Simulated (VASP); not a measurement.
LaZn2, 6 atoms in the cell. It takes space group Imma (No. 74, orthorhombic). The conventional cell has a = 4.616 Å, b = 7.416 Å, c = 7.513 Å, α = 90.00°, β = 90.00°, γ = 90.00°. Within 4.1 Å of La (site symmetry mm2) lie 12 Zn at 3.14 to 3.38 Å and 4 La at 3.77 to 3.79 Å. Within 3.5 Å of Zn (site symmetry m) lie 4 Zn at 2.64 to 2.76 Å and 6 La at 3.14 to 3.38 Å. 

* Program: VASP 6.6.1
* Task: relaxation of cell and atoms
* Functional: PBEsol
* Potentials or basis: VASP PAW PBE potentials, release 64 (La, Zn)
* Cutoff: 500 eV
* k mesh: 8 × 8 × 8
* Occupations: gaussian, width 0.05 eV
* Spin: no spin polarisation
* Dipole correction: no
* Further INCAR settings: ALGO = Normal; EDIFF = 1e-07; IBRION = 2; EDIFFG = -0.01; NSW = 70; ISIF = 3

Potentials or basis: VASP PAW PBE potentials, release 64 (La, Zn).

The run is started by

```console
$ cat potpaw_PBE.64/La/POTCAR potpaw_PBE.64/Zn/POTCAR > POTCAR
$ mpirun -np 1 vasp_std > vasp.out
```

Hardware: 1 thread of Intel(R) Xeon(R) 6975P-C (Granite Rapids) (shared host).

Question: How long does it take, and how much memory?

Answer: Wall time 46 min on 1 thread of Intel(R) Xeon(R) 6975P-C (Granite Rapids), on a shared host, peak memory 0.59 GiB. Counts: scf iterations 96, k points 95, ion steps 10.
